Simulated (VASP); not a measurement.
Write the native input for VASP 6.6.1 that does the following.

```yaml
Task: single point
Functional: HSE06
Potentials_or_basis: VASP PAW PBE potentials, release 64 (Sn_d, Se)
Cutoff: 400 eV
k_mesh: 4 × 4 × 4
Occupations: gaussian, width 0.01 eV
Spin: no spin polarisation
Dipole_correction: no
Grid_for_exact_exchange_PRECFOCK: Normal
Further_INCAR_settings: ALGO = Normal; EDIFF = 1e-06; NBANDS = 17
Share_of_exact_exchange: 0.25
Screening_parameter: 0.2079 1/Å
```

Crystal: SnSe.

```xyz
2
Lattice="0.0000 2.9849 2.9849 2.9849 0.0000 2.9849 2.9849 2.9849 0.0000" Properties=species:S:1:pos:R:3 pbc="T T T"
Sn    0.0000    0.0000    0.0000
Se    2.9849    2.9849    2.9849
```

One way to write it, as run:

POSCAR

```
SnSe
1.0
    0.0000000000      2.9848894956      2.9848894956
    2.9848894956      0.0000000000      2.9848894956
    2.9848894956      2.9848894956      0.0000000000
Sn Se
1 1
Direct
    0.0000000000      0.0000000000      0.0000000000
    0.5000000000      0.5000000000      0.5000000000
```

INCAR.step1

```
  ALGO = Normal
  EDIFF = 1E-5
  ENCUT = 400
  GGA = PE
  GGA_COMPAT = F
  ISIF = 2
  ISMEAR = 0
  LASPH = T
  LCHARG = F
  LREAL = F
  LWAVE = T
  NBANDS = 17
  NELM = 120
  PREC = Accurate
  SIGMA = 0.01
```

INCAR.step2

```
  ALGO = Normal
  EDIFF = 1E-6
  ENCUT = 400
  GGA = PE
  GGA_COMPAT = F
  HFSCREEN = 0.2079
  ISIF = 2
  ISMEAR = 0
  ISTART = 1
  LASPH = T
  LCHARG = F
  LHFCALC = T
  LREAL = F
  LWAVE = F
  NBANDS = 17
  NELM = 120
  PREC = Accurate
  PRECFOCK = Normal
  SIGMA = 0.01
```

KPOINTS

```
k-points
0
Gamma
  4 4 4
```

Potentials or basis: VASP PAW PBE potentials, release 64 (Sn_d, Se).

Launch:

```console
$ cat potpaw_PBE.64/Sn_d/POTCAR potpaw_PBE.64/Se/POTCAR > POTCAR
$ cp INCAR.step1 INCAR
$ mpirun -np 1 vasp_std > vasp.out
$ cp INCAR.step2 INCAR
$ mpirun -np 1 vasp_std > vasp.out
```

Results of the run:

```yaml
Pressure: -0.7 GPa
Band_gap_on_the_k_mesh: 0.61 eV
```

Caveat: the k points lie up to 0.46 Å⁻¹ apart; the PAW data sets were made with another functional, which shifts forces and pressure a little; spin-orbit coupling is left out, which moves the levels of the heavy elements.

Run time: 9.6 min on 1 thread of AMD EPYC 7R43 64-Core Processor (Zen 3), with other jobs on the host, peak memory 0.22 GiB.
